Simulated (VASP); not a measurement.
The system is HPbNO4.

```
H Pb N O
1.0
     4.27531   -0.00040    0.00636
    -2.08399    5.20775   -0.04907
    -2.12377   -1.86574    4.91491
H Pb N O
1 1 1 4
Direct
  0.99073 0.03330 0.90994
  0.50274 0.81989 0.14287
  0.00838 0.47408 0.50265
  0.99816 0.92741 0.02877
  0.19467 0.73435 0.60852
  0.81673 0.35882 0.24556
  0.01381 0.33121 0.65217
```

Base run:

* Program: VASP 6.6.1
* Functional: PBE
* Potentials or basis: VASP PAW PBE potentials, release 64 (H, Pb_d, N, O)
* Cutoff: 520 eV
* k mesh: 7 × 5 × 5
* Occupations: fermi-dirac, width 0.05 eV
* Spin: no spin polarisation

Its results: band gap on the k mesh 2.88 eV (least direct gap 3.10 eV); pressure 0.6 GPa; largest force 0.387 eV/Å.

**Question.** The run is repeated on the same cell with these changes: k mesh from 7 × 5 × 5 to 5 × 4 × 4. What comes out?

**Answer.** Band gap on the k mesh 2.93 eV (least direct gap 3.14 eV); pressure 0.6 GPa; largest force 0.387 eV/Å.

Caveats: spin-orbit coupling is left out, which moves the levels of the heavy elements.

A k mesh can miss the band edges.
